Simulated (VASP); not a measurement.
# MgH2 (P1) in VASP: relaxation of cell and atoms with PBEsol

Aim: the relaxation of cell and atoms of MgH2 with PBEsol.

Everything below comes from runs of VASP 6.6.1. Logs are shortened: lines on timing, memory, paths and dates and some standing lists are left out, and cuts for length are marked.

## 1. The cell of the first run

The typed cell holds 6 atoms: a = 4.501 Å, b = 4.430 Å, c = 2.980 Å, α = 89.80°, β = 90.58°, γ = 89.61°.

## 2. Relaxation of cell and atoms, PBEsol

Input file INCAR:

```
SYSTEM = MgH2
PREC = Accurate ; ENCUT = 600
EDIFF = 1E-7 ; ISMEAR = -1
SIGMA = 0.05 ; LREAL = .False.
LASPH = .True. ; NELM = 100
ALGO = Normal ; ISIF = 3
LWAVE = .False. ; LCHARG = .False.
GGA = PS ; IBRION = 2
NSW = 100 ; EDIFFG = -0.01
```

Input file KPOINTS:

```
Automatic mesh
0
Gamma
  4 4 6
  0 0 0
```

Input file POSCAR:

```
MgH2
1.0
    4.5009840623      0.0153266873     -0.0226897275
    0.0153266873      4.4303128287      0.0077755363
   -0.0152491076      0.0052257124      2.9797621031
Mg H
2 4
Direct
   -0.0063633263     -0.0216836882     -0.0190598947
    0.4841767453      0.5078752619      0.4846120677
    0.3255187978      0.2636756751      0.0237176258
    0.2153278500      0.8126500134      0.4869298779
    0.7831282591      0.1734881162      0.5146721643
    0.6944345729      0.6847168326      0.0067436769
```

Potentials or basis: VASP PAW PBE potentials, release 64 (Mg, H).

Command:

```bash
cat potpaw_PBE.64/Mg/POTCAR potpaw_PBE.64/H/POTCAR > POTCAR
mpirun -np 1 vasp_std > vasp.out
```

OUTCAR:

```text
SYSTEM = MgH2
   PREC = Accurate
   ENCUT = 600
   EDIFF = 1E-7
   ISMEAR = -1
   LREAL = .False.
   LASPH = .True.
   NELM = 100
   ISIF = 3
   GGA = PS
   IBRION = 2
   NSW = 100
   EDIFFG = -0.01

 ion  position               nearest neighbor table
   1  0.994  0.978  0.981-   5 1.88   6 1.88   4 1.93   4 1.94   3 1.97   5 2.05   2 3.36   2 3.38
                             2 3.44   2 3.46   2 3.56   2 3.56   2 3.58   2 3.61
   2  0.484  0.508  0.485-   4 1.81   6 1.89   3 1.89   6 1.98   5 2.00   3 2.07   1 3.36   1 3.38
                             1 3.44   1 3.46   1 3.56   1 3.56   1 3.58   1 3.61
   3  0.326  0.264  0.024-   2 1.89   1 1.97   2 2.07
   4  0.215  0.813  0.487-   2 1.81   1 1.93   1 1.94
   5  0.783  0.173  0.515-   1 1.88   2 2.00   1 2.05
   6  0.694  0.685  0.007-   1 1.88   2 1.89   2 1.98

  LATTYP: Found a triclinic cell.
 ALAT       =     5.3727569757
 B/A-ratio  =     0.5546139008
 C/A-ratio  =     0.8245945579
 COS(alpha) =     0.0034910293
 COS(beta)  =     0.0076795576
 COS(gamma) =     0.5461087273

  Lattice vectors:

 A1 = (  -4.4857349547,  -0.0205523997,  -2.9570723756)
 A2 = (   0.0152491076,  -0.0052257124,  -2.9797621031)
 A3 = (  -0.0153266873,  -4.4303128287,  -0.0077755363)

Analysis of symmetry for initial positions (statically):
=====================================================================
 Subroutine PRICEL returns:
 Original cell was already a primitive cell.

 Routine SETGRP: Setting up the symmetry group for a
 triclinic supercell.

 Subroutine GETGRP returns: Found  1 space group operations
 (whereof  1 operations were pure point group operations)
 out of a pool of  2 trial point group operations.

The static configuration has the point symmetry C_1 .

Analysis of symmetry for dynamics (positions and initial velocities):
=====================================================================
 Subroutine PRICEL returns:
 Original cell was already a primitive cell.

 Routine SETGRP: Setting up the symmetry group for a
 triclinic supercell.

 Subroutine GETGRP returns: Found  1 space group operations
 (whereof  1 operations were pure point group operations)
 out of a pool of  2 trial point group operations.

The dynamic configuration has the point symmetry C_1 .

 Subroutine INISYM returns: Found  1 space group operations
 (whereof  1 operations are pure point group operations),
 and found     1 'primitive' translations

----------------------------------------------------------------------------------------

                                     Primitive cell

  volume of cell :      59.4163

  direct lattice vectors                    reciprocal lattice vectors
     4.500984062  0.015326687 -0.022689727     0.222182000 -0.000770638  0.001138381
     0.015326687  4.430312829  0.007775536    -0.000770638  0.225721063 -0.000399799
    -0.015249108  0.005225712  2.979762103     0.001693840 -0.000594876  0.335606973

  length of vectors
     4.501067347  4.430346163  2.979805704     0.222186253  0.225722732  0.335611774

  position of ions in fractional coordinates (direct lattice)
     0.993636674  0.978316312  0.980940105
     0.484176745  0.507875262  0.484612068
     0.325518798  0.263675675  0.023717626
     0.215327850  0.812650013  0.486929878
     0.783128259  0.173488116  0.514672164
     0.694434573  0.684716833  0.006743677

  ion indices of the primitive-cell ions
   primitive index   ion index
                 1           1
                 2           2
                 3           3
                 4           4
                 5           5
                 6           6

----------------------------------------------------------------------------------------

 KPOINTS: Automatic mesh

Automatic generation of k-mesh.
 Grid dimensions read from file:
 generate k-points for:    4    4    6

 Generating k-lattice:

  Cartesian coordinates                     Fractional coordinates (reciprocal lattice)
     0.055545500 -0.000192659  0.000284595     0.250000000  0.000000000  0.000000000
    -0.000192659  0.056430266 -0.000099950     0.000000000  0.250000000 -0.000000000
     0.000282307 -0.000099146  0.055934495     0.000000000  0.000000000  0.166666667

  Length of vectors
     0.055546563  0.056430683  0.055935296

  Shift w.r.t. Gamma in fractional coordinates (k-lattice)
     0.000000000  0.000000000  0.000000000

 Subroutine IBZKPT returns following result:
 ===========================================

 Found     52 irreducible k-points:

 Following reciprocal coordinates:
            Coordinates               Weight
  0.000000  0.000000  0.000000      1.000000
  0.250000 -0.000000  0.000000      2.000000
  0.500000 -0.000000  0.000000      1.000000
 -0.000000  0.250000  0.000000      2.000000
  0.250000  0.250000  0.000000      2.000000
  0.500000  0.250000  0.000000      2.000000
[... 16 lines left out ...]
 -0.000000 -0.250000  0.166667      2.000000
  0.250000 -0.250000  0.166667      2.000000
 [... further k-points ...]
   k-points           NKPTS =     52   k-points in BZ     NKDIM =     52   number of bands    NBANDS=      8
   number of dos      NEDOS =    301   number of ions     NIONS =      6
   total plane-waves  NPLWV =  31104
   dimension x,y,z NGX =    36 NGY =   36 NGZ =   24
   dimension x,y,z NGXF=    72 NGYF=   72 NGZF=   48
   ions per type =               2   4
   NGX,Y,Z   is equivalent  to a cutoff of  13.30, 13.51, 13.39 a.u.
   NGXF,Y,Z  is equivalent  to a cutoff of  26.59, 27.02, 26.78 a.u.
 SYSTEM =  MgH2
   PREC   = accura    normal or accurate (medium, high low for compatibility)
   ISTART =      0    job   : 0-new  1-cont  2-samecut
   ICHARG =      2    charge: 1-file 2-atom 10-const
   ISPIN  =      1    spin polarized calculation?
   LNONCOLLINEAR =      F non collinear calculations
   LSORBIT =      F    spin-orbit coupling
   LASPH  =      T    aspherical Exc in radial PAW
   ENCUT  =  600.0 eV  44.10 Ry    6.64 a.u.   8.99  8.85  5.95*2*pi/ulx,y,z
   NELM   =    100;   NELMIN=  2; NELMDL= -5     # of ELM steps
   EDIFF  = 0.1E-06   stopping-criterion for ELM
   LREAL  =      F    real-space projection
   EDIFFG = -.1E-01   stopping-criterion for IOM
   NSW    =    100    number of steps for IOM
   IBRION =      2    ionic relax: 0-MD 1-quasi-New 2-CG
   NFREE  =      1    steps in history (QN), initial steepest desc. (CG)
   ISIF   =      3    stress and relaxation
   ISYM   =      2    0-nonsym 1-usesym 2-fastsym
   POTIM  = 0.5000    time-step for ionic-motion
   TEBEG  =    0.0;   TEEND  =   0.0 temperature during run
   PSTRESS=    0.0 pullay stress
   NELECT =       8.0000    total number of electrons
   NUPDOWN=      -1.0000    fix difference up-down
   EMIN   =  10.00;   EMAX   =-10.00  energy-range for DOS
   EFERMI =   0.00;   METHOD = LEGACY
   ISMEAR =    -1;   SIGMA  =   0.05  broadening in eV -4-tet -1-fermi 0-gaus
   EFERMI_NEDOS =   21; number of points for ismear=-14 and -15
   IALGO  =     38    algorithm
   IMIX   =      4    mixing-type and parameters
     AMIX     =   0.40;   BMIX     =  1.00
     AMIX_MAG =   1.60;   BMIX_MAG =  1.00
  volume/ion in A,a.u.               =       9.90        66.83
  Fermi-wavevector in a.u.,A,eV,Ry     =   0.839079  1.585630  9.579233  0.704054
  Thomas-Fermi vector in A             =   1.953239
   LORBIT       =      0    0 simple, 1 ext, 2 COOP (PROOUT), +10 PAW based schemes
   GGA     = PS    functional components
   LHFCALC =     F    Hartree Fock is set to
   AEXX    =    0.0000 exact exchange contribution
   IVDW    =     0    specifies the selected vdW correction
   LEPSILON=     F    determine dielectric tensor
   LRPA    =     F    only Hartree local field effects (RPA)
 conjugate gradient relaxation of ions
 non-spin polarized calculation
  energy-cutoff  :      600.00
  volume of cell :       59.42
 maximum number of plane-waves:      2008
   NGX = 17   NGY = 17   NGZ = 11

--------------------------------------- Ionic step        1  -------------------------------------------

 number of electron       7.9999999 magnetization

 Free energy of the ion-electron system (eV)
  ---------------------------------------------------
  ext. energy  EPLUGINS =         0.00000000
  ---------------------------------------------------
  free energy    TOTEN  =       -17.58790892 eV

  energy without entropy =      -17.58790892  energy(sigma->0) =      -17.58790892

------------------------ aborting loop because EDIFF is reached ----------------------------------------

  FORCE on cell =-STRESS in cart. coord.  units (eV):
  Direction    XX          YY          ZZ          XY          YZ          ZX
  --------------------------------------------------------------------------------------
  -------------------------------------------------------------------------------------
  Total        0.1966951      0.4143100      0.4901688     -0.2650628     -0.1026440      0.2266383
  in kB        5.3039367     11.1719811     13.2175362     -7.1474911     -2.7678235      6.1113637
  external PRESSURE =       9.8978180 kB  Pullay stress =       0.0000000 kB
[... 101 lines left out ...]
  FREE ENERGIE OF THE ION-ELECTRON SYSTEM (eV)
  ---------------------------------------------------
  free  energy   TOTEN  =       -17.7027414937 eV

  energy  without entropy=      -17.7027414937  energy(sigma->0) =      -17.70274149

[... ionic steps 4 to 10 ...]

--------------------------------------- Ionic step       11  -------------------------------------------

 number of electron       8.0000002 magnetization

------------------------ aborting loop because EDIFF is reached ----------------------------------------

  FORCE on cell =-STRESS in cart. coord.  units (eV):
  Direction    XX          YY          ZZ          XY          YZ          ZX
  --------------------------------------------------------------------------------------
  -------------------------------------------------------------------------------------
  Total        0.0150376      0.0041530     -0.0021401      0.0050660     -0.0025023      0.0120276
  in kB        0.4009146      0.1107228     -0.0570572      0.1350645     -0.0667124      0.3206635
  external PRESSURE =       0.1515267 kB  Pullay stress =       0.0000000 kB
[... 65 lines left out ...]
  energy  without entropy=      -17.7401378817  energy(sigma->0) =      -17.74013788

--------------------------------------- Ionic step       13  -------------------------------------------

 number of electron       8.0000002 magnetization

 Free energy of the ion-electron system (eV)
  ---------------------------------------------------
  ext. energy  EPLUGINS =         0.00000000
  ---------------------------------------------------
  free energy    TOTEN  =       -17.74021673 eV

  energy without entropy =      -17.74021673  energy(sigma->0) =      -17.74021673

 E-fermi :   0.6278     XC(G=0):  -8.6529

 val. band max:       -0.4775385477   @ k =  -0.0000   0.2500   0.0000
 cond. band min:       3.2204196916   @ k =   0.5000   0.5000   0.5000
 fundamental gap:      3.6979582393
 Fermi energy:         0.6278267491

 k-point     1 :       0.0000    0.0000    0.0000
  band No.  band energies     occupation
      1      -7.1300      2.00000
      2      -1.9740      2.00000
      3      -1.9720      2.00000
      4      -0.9176      2.00000
      5       3.9472      0.00000
      6       4.5164      0.00000
      7       8.5845      0.00000
      8       8.6741      0.00000
[... 243 lines left out ...]
 k-point    24 :       0.2500   -0.2500    0.1667
  band No.  band energies     occupation
      1      -5.8845      2.00000
      2      -3.2355      2.00000
      3      -2.4627      2.00000
      4      -0.7724      2.00000
      5       5.2502      0.00000
      6       6.3096      0.00000
      7       6.5521      0.00000
      8       8.7273      0.00000

 [... further k-points ...]
[... 5 lines left out ...]
  --------------------------------------------------------------------------------------
  -------------------------------------------------------------------------------------
  Total       -0.0052344     -0.0104631      0.0059870     -0.0015957     -0.0019045      0.0097241
  in kB       -0.1394608     -0.2787692      0.1595109     -0.0425141     -0.0507411      0.2590777
  external PRESSURE =      -0.0862397 kB  Pullay stress =       0.0000000 kB
[... 21 lines left out ...]
  FREE ENERGIE OF THE ION-ELECTRON SYSTEM (eV)
  ---------------------------------------------------
  free  energy   TOTEN  =       -17.7402167260 eV

  energy  without entropy=      -17.7402167259  energy(sigma->0) =      -17.74021673

 reached required accuracy - stopping structural energy minimisation
```

Run time: 68 s. Hardware: 1 thread of Intel Xeon 6975P-C (Granite Rapids), shared host; peak memory 0.19 GiB.

What came out:

| Property | Result |
| --- | --- |
| Free energy | -17.7402 eV |
| Relaxed volume | 10.02 Å³/atom |
| Relaxed cell | a = 4.469 Å, b = 4.478 Å, c = 3.005 Å, α = 89.99°, β = 90.04°, γ = 90.00° |
| Space group after relaxing (to 0.05 Å) | P4_2/mnm (No. 136) |
| Energy gained by relaxing | 25.4 meV/atom |
| Ionic steps | 13 |
| Pressure after relaxing | 0.0 GPa |
| Largest force after relaxing | 0.008 eV/Å |
| Band gap on the k mesh | 3.70 eV, indirect (least direct gap 4.54 eV) |

Forces in eV/Å, atoms in the order of the input:
```
Mg   0.005 -0.006 -0.001
Mg   0.005 -0.002 -0.004
H   -0.003  0.001  0.000
H   -0.003  0.000  0.003
H    0.001 -0.001  0.001
H   -0.005  0.007  0.001
```

The path:
| step | energy change (eV) | largest force (eV/Å) | pressure (GPa) | volume (Å³) |
| --- | --- | --- | --- | --- |
| 1 | 0.0000 | 0.9345 | 0.99 | 59.42 |
| 2 | -0.0699 | 0.5212 | 0.24 | 59.94 |
| 3 | -0.1148 | 0.2637 | -0.62 | 60.82 |
| 4 | -0.1150 | 0.2636 | -0.66 | 60.86 |
| 5 | -0.1275 | 0.2051 | -0.31 | 60.46 |
| 6 | -0.1389 | 0.1807 | 0.59 | 59.50 |
| 7 | -0.1477 | 0.0883 | 0.28 | 59.78 |
| 8 | -0.1502 | 0.0956 | 0.02 | 60.04 |
| 9 | -0.1519 | 0.0214 | -0.01 | 60.09 |
| 10 | -0.1520 | 0.0290 | -0.01 | 60.11 |
| 11 | -0.1522 | 0.0138 | 0.02 | 60.09 |
| 12 | -0.1522 | 0.0147 | 0.04 | 60.09 |
| 13 | -0.1523 | 0.0083 | -0.01 | 60.14 |

Final structure:
```yaml
crystal:
  lattice:
    - [4.46896, 0.00005, -0.00120]
    - [0.00024, 4.47822, 0.00025]
    - [-0.00120, 0.00024, 3.00480]
  atoms:
    - { symbol: Mg, position: [0.99880, 0.98727, 0.99946] }
    - { symbol: Mg, position: [0.49890, 0.48705, 0.49995] }
    - { symbol: H, position: [0.30275, 0.29236, 0.99973] }
    - { symbol: H, position: [0.19646, 0.79321, 0.49938] }
    - { symbol: H, position: [0.80206, 0.18100, 0.49933] }
    - { symbol: H, position: [0.69725, 0.67982, 0.99977] }
```

Levels at points of the mesh, in eV from the valence-band top:
| k point | band 1 | band 2 | band 3 | band 4 | band 5 | band 6 | band 7 | band 8 |
| --- | --- | --- | --- | --- | --- | --- | --- | --- |
| (0.00, 0.00, 0.00) | -6.65 | -1.50 | -1.49 | -0.44 | 4.42 | 4.99 | 9.06 | 9.15 |
| (0.50, 0.00, 0.00) | -4.99 | -4.99 | -0.52 | -0.51 | 5.14 | 5.15 | 10.01 | 10.02 |
| (0.00, 0.50, 0.00) | -5.00 | -4.99 | -0.51 | -0.50 | 5.18 | 5.18 | 9.97 | 9.99 |
| (0.50, 0.50, 0.00) | -3.87 | -3.87 | -2.88 | -2.88 | 9.05 | 9.05 | 9.16 | 9.16 |
| (0.00, 0.00, 0.50) | -3.17 | -3.17 | -0.07 | -0.07 | 6.26 | 6.27 | 6.60 | 6.61 |
| (0.50, 0.00, 0.50) | -2.37 | -2.37 | -1.17 | -1.17 | 5.06 | 5.06 | 6.65 | 6.66 |
| (0.00, 0.50, 0.50) | -2.39 | -2.39 | -1.14 | -1.14 | 5.00 | 5.01 | 6.71 | 6.71 |
| (0.50, 0.50, 0.50) | -1.95 | -1.95 | -1.01 | -1.01 | 3.70 | 3.70 | 3.89 | 3.89 |

Caveat: the PAW data sets were made with another functional, which shifts forces and pressure a little. A k mesh can miss the band edges.
